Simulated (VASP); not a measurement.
Wanted: the native input for a VASP 6.6.1 run.

- Task: single point
- Functional: PBEsol
- Potentials or basis: VASP PAW PBE potentials, release 64 (Zn, S)
- Cutoff: 520 eV
- k mesh: 8 × 8 × 5
- Occupations: fermi-dirac, width 0.03 eV
- Spin: no spin polarisation
- Dipole correction: no
- Further INCAR settings: ALGO = Normal; EDIFF = 1e-06; NBANDS = 26

The structure of ZnS lies in POSCAR:

```
ZnS
1.0
    3.8611492535      0.0000000000      0.0000000000
   -1.9305746268      3.3438533413      0.0000000000
    0.0000000000      0.0000000000      6.3160357234
Zn S
2 2
Direct
    0.3333333333      0.6666666667      0.0000000000
    0.6666666667      0.3333333333      0.5000000000
    0.3333333333      0.6666666667      0.3850000000
    0.6666666667      0.3333333333      0.8850000000
```

This cell differs from its parent crystal: volume scaled by 1.04.

These files were run (other wordings do the same):

INCAR

```
PREC     = Accurate       # precision mode
ENCUT    = 520            # plane-wave cutoff, eV
EDIFF    = 1E-6           # SCF threshold, eV
ISMEAR   = -1             # smearing method
SIGMA    = 0.03           # smearing width, eV
LREAL    = False          # projectors in reciprocal space
LASPH    = True           # aspherical terms in the spheres
NELM     = 60             # most SCF steps
ALGO     = Normal         # electronic algorithm
ISIF     = 2              # what is computed and relaxed
LWAVE    = False          # write WAVECAR
LCHARG   = False          # write CHGCAR
GGA      = PS             # functional
NBANDS   = 26             # bands
```

KPOINTS

```
Automatic mesh
0
Gamma
  8 8 5
```

Potentials or basis: VASP PAW PBE potentials, release 64 (Zn, S).

Command:

```bash
$ cat potpaw_PBE.64/Zn/POTCAR potpaw_PBE.64/S/POTCAR > POTCAR
$ mpirun -np 1 vasp_std > vasp.out
```

Results of the run:

```json
{"Pressure": "-3.7 GPa", "Largest force": "0.264 eV/Å", "Band gap on the k mesh": "1.93 eV, direct"}
```

Caveat: the PAW data sets were made with another functional, which shifts forces and pressure a little.

Run time: 26 s on 1 thread of Intel(R) Xeon(R) 6975P-C (Granite Rapids) (shared host), peak memory 0.21 GiB.
